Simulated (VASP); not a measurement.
# LaF4 (P6/mmm) in VASP: single point with PBE

Aim: the single point of LaF4 with PBE.

Program: VASP 6.6.1. These are calculated values, not measurements. Logs are shortened: lines on timing, memory, paths and dates and some standing lists are left out, and cuts for length are marked.

**1. The cell of the first run**

The structure is hexagonal, space group P6/mmm (No. 191). Conventional cell: a = 4.044 Å, b = 4.044 Å, c = 6.519 Å, α = 90.00°, β = 90.00°, γ = 120.00°. La (site symmetry 6/mmm) has 12 F at 2.62 Å within 3.5 Å. F (site symmetry 3m) has 4 F at 2.33 to 2.38 Å and 3 La at 2.62 Å within 3.1 Å.

**2. Single point, PBE**

Contents of INCAR:

```
SYSTEM = LaF4
PREC = Accurate
ENCUT = 520
EDIFF = 1E-6
ISMEAR = 0
SIGMA = 0.1
LREAL = .False.
LASPH = .True.
NELM = 80
ALGO = Normal
ISIF = 2
LWAVE = .False.
LCHARG = .True.
GGA = PE
LELF = .True.
LVHAR = .True.
NBANDS = 28
```

Contents of KPOINTS:

```
Automatic mesh
0
Gamma
  12 12 6
  0 0 0
```

Contents of POSCAR:

```
LaF4
1.0
    4.0435419783      0.0000000000      0.0000000000
   -2.0217709891      3.5018100745      0.0000000000
    0.0000000000      0.0000000000      6.5186805827
La F
1 4
Direct
    0.0000000000      0.0000000000      0.0000000000
    0.3333333333      0.6666666667      0.8174325603
    0.3333333333      0.6666666667      0.1825674397
    0.6666666667      0.3333333333      0.1825674397
    0.6666666667      0.3333333333      0.8174325603
```

Potentials or basis: VASP PAW PBE potentials, release 64 (La, F).

Command:

```bash
$ cat potpaw_PBE.64/La/POTCAR potpaw_PBE.64/F/POTCAR > POTCAR
$ mpirun -np 1 vasp_std > vasp.out
```

OUTCAR:

```text
SYSTEM = LaF4
   PREC = Accurate
   ENCUT = 520
   EDIFF = 1E-6
   ISMEAR = 0
   LREAL = .False.
   LASPH = .True.
   NELM = 80
   ISIF = 2
   GGA = PE

 ion  position               nearest neighbor table
   1  0.000  0.000  0.000-   2 2.62   3 2.62   4 2.62   5 2.62   2 2.62   3 2.62   4 2.62   5 2.62
                             4 2.62   5 2.62   2 2.62   3 2.62
   2  0.333  0.667  0.817-   1 2.62   1 2.62   1 2.62
   3  0.333  0.667  0.183-   1 2.62   1 2.62   1 2.62
   4  0.667  0.333  0.183-   1 2.62   1 2.62   1 2.62
   5  0.667  0.333  0.817-   1 2.62   1 2.62   1 2.62

  LATTYP: Found a hexagonal cell.
 ALAT       =     4.0435419783
 C/A-ratio  =     1.6121214068

  Lattice vectors:

 A1 = (   4.0435419783,   0.0000000000,   0.0000000000)
 A2 = (  -2.0217709891,   3.5018100745,   0.0000000000)
 A3 = (   0.0000000000,   0.0000000000,   6.5186805827)

Analysis of symmetry for initial positions (statically):
=====================================================================
 Subroutine PRICEL returns:
 Original cell was already a primitive cell.

 Routine SETGRP: Setting up the symmetry group for a
 hexagonal supercell.

 Subroutine GETGRP returns: Found 24 space group operations
 (whereof 24 operations were pure point group operations)
 out of a pool of 24 trial point group operations.

The static configuration has the point symmetry D_6h.

Analysis of symmetry for dynamics (positions and initial velocities):
=====================================================================
 Subroutine PRICEL returns:
 Original cell was already a primitive cell.

 Routine SETGRP: Setting up the symmetry group for a
 hexagonal supercell.

 Subroutine GETGRP returns: Found 24 space group operations
 (whereof 24 operations were pure point group operations)
 out of a pool of 24 trial point group operations.

The dynamic configuration has the point symmetry D_6h.

 Subroutine INISYM returns: Found 24 space group operations
 (whereof 24 operations are pure point group operations),
 and found     1 'primitive' translations

----------------------------------------------------------------------------------------

                                     Primitive cell

  volume of cell :      92.3027

  direct lattice vectors                    reciprocal lattice vectors
     4.043541978  0.000000000  0.000000000     0.247307931  0.142783300  0.000000000
    -2.021770989  3.501810074  0.000000000     0.000000000  0.285566601  0.000000000
     0.000000000  0.000000000  6.518680583     0.000000000  0.000000000  0.153405277

  length of vectors
     4.043541978  4.043541978  6.518680583     0.285566601  0.285566601  0.153405277

  position of ions in fractional coordinates (direct lattice)
     0.000000000  0.000000000  0.000000000
     0.333333333  0.666666667  0.817432560
     0.333333333  0.666666667  0.182567440
     0.666666667  0.333333333  0.182567440
     0.666666667  0.333333333  0.817432560

  ion indices of the primitive-cell ions
   primitive index   ion index
                 1           1
                 2           2
                 3           3
                 4           4
                 5           5

----------------------------------------------------------------------------------------

 KPOINTS: Automatic mesh

Automatic generation of k-mesh.
 Grid dimensions read from file:
 generate k-points for:   12   12    6

 Generating k-lattice:

  Cartesian coordinates                     Fractional coordinates (reciprocal lattice)
     0.020608994  0.011898608  0.000000000     0.083333333  0.000000000  0.000000000
     0.000000000  0.023797217  0.000000000     0.000000000  0.083333333  0.000000000
     0.000000000  0.000000000  0.025567546     0.000000000  0.000000000  0.166666667

  Length of vectors
     0.023797217  0.023797217  0.025567546

  Shift w.r.t. Gamma in fractional coordinates (k-lattice)
     0.000000000  0.000000000  0.000000000

 Subroutine IBZKPT returns following result:
 ===========================================

 Found     76 irreducible k-points:

 Following reciprocal coordinates:
            Coordinates               Weight
  0.000000  0.000000  0.000000      1.000000
  0.083333 -0.000000  0.000000      6.000000
  0.166667  0.000000  0.000000      6.000000
  0.250000  0.000000  0.000000      6.000000
  0.333333 -0.000000  0.000000      6.000000
  0.416667 -0.000000  0.000000      6.000000
[... 16 lines left out ...]
  0.250000  0.000000  0.166667     12.000000
  0.333333 -0.000000  0.166667     12.000000
 [... further k-points ...]
   k-points           NKPTS =     76   k-points in BZ     NKDIM =     76   number of bands    NBANDS=     28
   number of dos      NEDOS =    301   number of ions     NIONS =      5
   total plane-waves  NPLWV =  43200
   dimension x,y,z NGX =    30 NGY =   30 NGZ =   48
   dimension x,y,z NGXF=    60 NGYF=   60 NGZF=   96
   ions per type =               1   4
   NGX,Y,Z   is equivalent  to a cutoff of  12.33, 12.33, 12.24 a.u.
   NGXF,Y,Z  is equivalent  to a cutoff of  24.67, 24.67, 24.48 a.u.
 SYSTEM =  LaF4
   PREC   = accura    normal or accurate (medium, high low for compatibility)
   ISTART =      0    job   : 0-new  1-cont  2-samecut
   ICHARG =      2    charge: 1-file 2-atom 10-const
   ISPIN  =      1    spin polarized calculation?
   LNONCOLLINEAR =      F non collinear calculations
   LSORBIT =      F    spin-orbit coupling
   LASPH  =      T    aspherical Exc in radial PAW
   ENCUT  =  520.0 eV  38.22 Ry    6.18 a.u.   7.52  7.52 12.12*2*pi/ulx,y,z
   NELM   =     80;   NELMIN=  2; NELMDL= -5     # of ELM steps
   EDIFF  = 0.1E-05   stopping-criterion for ELM
   LREAL  =      F    real-space projection
   EDIFFG = 0.1E-04   stopping-criterion for IOM
   NSW    =      0    number of steps for IOM
   IBRION =     -1    ionic relax: 0-MD 1-quasi-New 2-CG
   NFREE  =      0    steps in history (QN), initial steepest desc. (CG)
   ISIF   =      2    stress and relaxation
   ISYM   =      2    0-nonsym 1-usesym 2-fastsym
   POTIM  = 0.5000    time-step for ionic-motion
   TEBEG  =    0.0;   TEEND  =   0.0 temperature during run
   PSTRESS=    0.0 pullay stress
   NELECT =      39.0000    total number of electrons
   NUPDOWN=      -1.0000    fix difference up-down
   EMIN   =  10.00;   EMAX   =-10.00  energy-range for DOS
   EFERMI =   0.00;   METHOD = LEGACY
   ISMEAR =     0;   SIGMA  =   0.10  broadening in eV -4-tet -1-fermi 0-gaus
   EFERMI_NEDOS =   21; number of points for ismear=-14 and -15
   IALGO  =     38    algorithm
   IMIX   =      4    mixing-type and parameters
     AMIX     =   0.40;   BMIX     =  1.00
     AMIX_MAG =   1.60;   BMIX_MAG =  1.00
  volume/ion in A,a.u.               =      18.46       124.58
  Fermi-wavevector in a.u.,A,eV,Ry     =   1.228452  2.321438 20.532484  1.509095
  Thomas-Fermi vector in A             =   2.363377
   LORBIT       =      0    0 simple, 1 ext, 2 COOP (PROOUT), +10 PAW based schemes
   GGA     = PE    functional components
   LHFCALC =     F    Hartree Fock is set to
   AEXX    =    0.0000 exact exchange contribution
   IVDW    =     0    specifies the selected vdW correction
   LEPSILON=     F    determine dielectric tensor
   LRPA    =     F    only Hartree local field effects (RPA)
 non-spin polarized calculation
 Gauss-broadening in eV      SIGMA  =   0.10
  energy-cutoff  :      520.00
  volume of cell :       92.30
 maximum number of plane-waves:      2527
   NGX = 15   NGY = 15   NGZ = 25

 number of electron      39.0000042 magnetization

 Free energy of the ion-electron system (eV)
  ---------------------------------------------------
  ext. energy  EPLUGINS =         0.00000000
  ---------------------------------------------------
  free energy    TOTEN  =       -26.69821274 eV

  energy without entropy =      -26.66380585  energy(sigma->0) =      -26.68100930

 E-fermi :  -1.1907     XC(G=0):  -8.0682

 val. band max:       -1.1910297487   @ k =   0.1667   0.0000   0.5000
 cond. band min:      -1.1829529908   @ k =   0.1667   0.0000   0.3333
 fundamental gap:      0.0080767579
 Fermi energy:        -1.1906716387

 k-point     1 :       0.0000    0.0000    0.0000
  band No.  band energies     occupation
      1     -30.7650      2.00000
      2     -21.9059      2.00000
      3     -21.7654      2.00000
      4     -20.7855      2.00000
      5     -20.3908      2.00000
      6     -14.0755      2.00000
[... 20 lines left out ...]
     27       4.3762      0.00000
     28       5.5673      0.00000

 k-point     2 :       0.0833   -0.0000    0.0000
  band No.  band energies     occupation
      1     -30.7574      2.00000
      2     -21.9142      2.00000
      3     -21.7422      2.00000
      4     -20.8096      2.00000
      5     -20.4110      2.00000
      6     -14.0904      2.00000
[... 20 lines left out ...]
     27       4.3710      0.00000
     28       5.5958      0.00000

 k-point     3 :       0.1667    0.0000    0.0000
  band No.  band energies     occupation
      1     -30.7367      2.00000
      2     -21.9340      2.00000
      3     -21.6757      2.00000
      4     -20.8799      2.00000
      5     -20.4711      2.00000
      6     -14.1306      2.00000
[... 20 lines left out ...]
     27       4.3571      0.00000
     28       5.6396      0.00000

 k-point     4 :       0.2500    0.0000    0.0000
  band No.  band energies     occupation
      1     -30.7081      2.00000
      2     -21.9523      2.00000
      3     -21.5726      2.00000
      4     -20.9879      2.00000
      5     -20.5644      2.00000
      6     -14.1844      2.00000
[... 578 lines left out ...]
     27       4.3570      0.00000
     28       5.7230      0.00000

 k-point    23 :       0.2500    0.0000    0.1667
  band No.  band energies     occupation
      1     -30.7081      2.00000
      2     -21.9519      2.00000
      3     -21.5733      2.00000
      4     -20.9877      2.00000
      5     -20.5649      2.00000
      6     -14.1844      2.00000
[... 20 lines left out ...]
     27       4.3387      0.00000
     28       5.7026      0.00000

 k-point    24 :       0.3333   -0.0000    0.1667
  band No.  band energies     occupation
      1     -30.6792      2.00000
      2     -21.9582      2.00000
      3     -21.4471      2.00000
      4     -21.1106      2.00000
      5     -20.6801      2.00000
      6     -14.2369      2.00000
[... 20 lines left out ...]
     27       4.3210      0.00000
     28       5.6301      0.00000

 [... further k-points ...]

------------------------ aborting loop because EDIFF is reached ----------------------------------------

  FORCE on cell =-STRESS in cart. coord.  units (eV):
  Direction    XX          YY          ZZ          XY          YZ          ZX
  --------------------------------------------------------------------------------------
  -------------------------------------------------------------------------------------
  Total       -0.1401882     -0.1401882     -0.1783529     -0.0000000      0.0000000      0.0000000
  in kB       -2.4333685     -2.4333685     -3.0958265     -0.0000000      0.0000000      0.0000000
  external PRESSURE =      -2.6541879 kB  Pullay stress =       0.0000000 kB

 VOLUME and BASIS-vectors are now :
 -----------------------------------------------------------------------------
  energy-cutoff  :      520.00
  volume of cell :       92.30
      direct lattice vectors                 reciprocal lattice vectors
     4.043541978  0.000000000  0.000000000     0.247307931  0.142783300  0.000000000
    -2.021770989  3.501810074  0.000000000     0.000000000  0.285566601  0.000000000
     0.000000000  0.000000000  6.518680583     0.000000000  0.000000000  0.153405277

 POSITION                                       TOTAL-FORCE (eV/Angst)
 -----------------------------------------------------------------------------------
      0.00000      0.00000      0.00000         0.000000      0.000000      0.000000
     -0.00000      2.33454      5.32858         0.000000      0.000000      0.007328
     -0.00000      2.33454      1.19010         0.000000      0.000000     -0.007328
      2.02177      1.16727      1.19010        -0.000000     -0.000000     -0.007328
      2.02177      1.16727      5.32858        -0.000000     -0.000000      0.007328
 -----------------------------------------------------------------------------------
    total drift:                               -0.000000      0.000000      0.000000

  FREE ENERGIE OF THE ION-ELECTRON SYSTEM (eV)
  ---------------------------------------------------
  free  energy   TOTEN  =       -26.6982127425 eV

  energy  without entropy=      -26.6638058514  energy(sigma->0) =      -26.68100930
```

Wall time 1.8 min (1 thread of Intel Xeon 6975P-C (Granite Rapids), shared host); peak memory 0.32 GiB.

What came out:

| Item | Value |
| --- | --- |
| Free energy | -26.6982 eV |
| Pressure | -0.3 GPa |
| Largest force | 0.007 eV/Å |

Forces on the atoms (eV/Å):
```
La   0.000  0.000  0.000
F    0.000  0.000  0.007
F    0.000  0.000 -0.007
F    0.000  0.000 -0.007
F    0.000  0.000  0.007
```

Caveat: spin-orbit coupling is left out, which moves the levels of the heavy elements; an odd number of electrons without spin polarisation forces a metal; a magnetic or distorted state may lie lower.
